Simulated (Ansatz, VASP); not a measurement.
**Two plane-wave programs on Zn4O**

The input INCAR:

```
SYSTEM = Zn4O
PREC = Accurate ; ENCUT = 600
EDIFF = 1E-6 ; ISMEAR = 0
SIGMA = 0.2 ; LREAL = .False.
LASPH = .True. ; NELM = 80
ALGO = Normal ; ISIF = 3
LWAVE = .False. ; LCHARG = .False.
GGA = PE ; IBRION = 2
NSW = 36 ; EDIFFG = -0.08
```

The input KPOINTS:

```
Automatic mesh
0
Gamma
  5 5 3
  0 0 0
```

POSCAR

```
Zn4O
1.0
    4.1912469100      0.0000000000      0.0000000000
   -2.0956234600      3.6297263000      0.0000000000
    0.0000000000      0.0000000000      5.0406430900
Zn O
4 1
Direct
    0.3611365400      0.0000000000      0.6799309000
    0.0000000000      0.3611365400      0.6799309000
    0.6388634600      0.6388634600      0.6799309000
    0.0000000000      0.0000000000      0.2774208300
    0.0000000000      0.0000000000      0.7867693000
```

Input for Ansatz:

```yaml
crystal:
  lattice:
    - [4.19124691, 0.0, 0.0]
    - [-2.09562346, 3.6297263, 0.0]
    - [0.0, 0.0, 5.04064309]
  atoms:
    - { symbol: Zn, position: [0.36113654, 0.0, 0.6799309] }
    - { symbol: Zn, position: [0.0, 0.36113654, 0.6799309] }
    - { symbol: Zn, position: [0.63886346, 0.63886346, 0.6799309] }
    - { symbol: Zn, position: [0.0, 0.0, 0.27742083] }
    - { symbol: O, position: [0.0, 0.0, 0.7867693] }
basis:
  ecutwfc: 420
kpoints:
  mp_grid: { grid: [5, 5, 3] }
hamiltonian:
  xc: pbe
scf:
  occupations: { method: gaussian, width: 0.2 }
  lower_state_search: "off"
output:
  forces: true
  stress: true
  eigenvalues: true
relax:
  adjacent_minimum: "off"
  f_tol: 0.08
  max_steps: 16
  cell: { stress_tol: 0.8 }
```

Alike in both runs: task relaxation of cell and atoms; functional PBE; k mesh 5 × 5 × 3; occupations gaussian, width 0.2 eV; no spin polarisation.

|  | VASP | Ansatz |
| --- | --- | --- |
| version | VASP 6.6.1 | Ansatz 0.2.0 |
| potentials or method | VASP PAW PBE potentials, release 64 (Zn, O), cutoff 600 eV | scalar-relativistic, plane waves, PAW |
| valence electrons in the cell | 54 | 54 |

```csv
,VASP,Ansatz,Ansatz less VASP
"gap on the k mesh at the Fermi level, each at its own relaxed structure (eV)",none,none,-
relaxed volume (Å³/atom),19.57,19.41,-0.161
relaxed cell length with the largest relative difference (Å),4.600,4.581,-0.0189
```

A gap of «none» marks a metal or a gap that the smearing closes.

The k mesh is coarse, so the values compare programs but aren't converged. Noted on VASP's run: the volume moved by over 15 % at a fixed basis, so the end points are rough.
